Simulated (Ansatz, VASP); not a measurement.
# One calculation of OsSe, two programs

```xyz
2
Lattice="0.0000 2.7708 2.7708 2.7708 0.0000 2.7708 2.7708 2.7708 0.0000" Properties=species:S:1:pos:R:3 pbc="T T T"
Os    0.0000    0.0000    0.0000
Se    1.3854    1.3854    1.3854
```

Alike in both runs: task single point; functional r2SCAN; k mesh 10 × 10 × 10; occupations gaussian, width 0.05 eV; collinear spin.

|  | VASP | Ansatz |
| --- | --- | --- |
| version | VASP 6.6.1 | Ansatz 0.2.0 |
| potentials or method | VASP PAW PBE potentials, release 64 (Os, Se), cutoff 520 eV | scalar-relativistic, plane waves, PAW |
| valence electrons in the cell | 14 | 32 |

```tsv
	VASP	Ansatz	Ansatz less VASP
gap on the k mesh at the Fermi level (eV)	none	none	-
pressure (GPa)	-5.0	-5.6	-0.54
net moment per atom (μB)	0.07	0.08	+0.002
size of the moment on the site where the two differ most (μB)	0.14	0.11	-0.028
```

VASP's potentials were made for PBE, not for r2SCAN. Site moments also hang on the region over which each program counts them. A gap of «none» marks a metal or a gap that the smearing closes. With one functional, cell and mesh, what is left measures potentials, basis and numerics. VASP's potentials hold 14 valence electrons a cell and Ansatz's 32, so a difference there can come from the potentials and not from the codes. Ansatz's warnings: stability check not made.

Neither program's run includes spin-orbit coupling.
